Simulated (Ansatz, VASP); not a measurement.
**Zr in VASP and in Ansatz**

```
Zr
1.0
     3.23923    0.00000    0.00000
    -1.61962    2.80526    0.00000
     0.00000    0.00000    5.17222
Zr
2
Cartesian
  0.0000 1.8702 1.2931
  1.6196 0.9351 3.8792
```

Alike in both runs: task single point; functional LDA; k mesh 6 × 6 × 4; occupations gaussian, width 0.1 eV; no spin polarisation.

|  | VASP | Ansatz |
| --- | --- | --- |
| version | VASP 6.6.1 | Ansatz 0.2.0 |
| potentials or method | VASP PAW LDA potentials, release 64 (Zr_sv), cutoff 520 eV | scalar-relativistic, plane waves, PAW |
| valence electrons in the cell | 24 | 24 |

|  | VASP | Ansatz | Ansatz less VASP |
| --- | --- | --- | --- |
| gap on the k mesh at the Fermi level (eV) | none | none | - |
| pressure (GPa) | -7.0 | -7.1 | -0.04 |
| traceless stress, the component that is largest in VASP (GPa) | 0.36 | 0.35 | -0.003 |

Ansatz warns that its potentials were made for another functional, while VASP's fit it. LDA's correlation is that of Perdew and Zunger in VASP and of Perdew and Wang (1992) in Ansatz. A gap of «none» marks a metal or a gap that the smearing closes.

The k mesh is coarse, so the values compare programs but aren't converged.
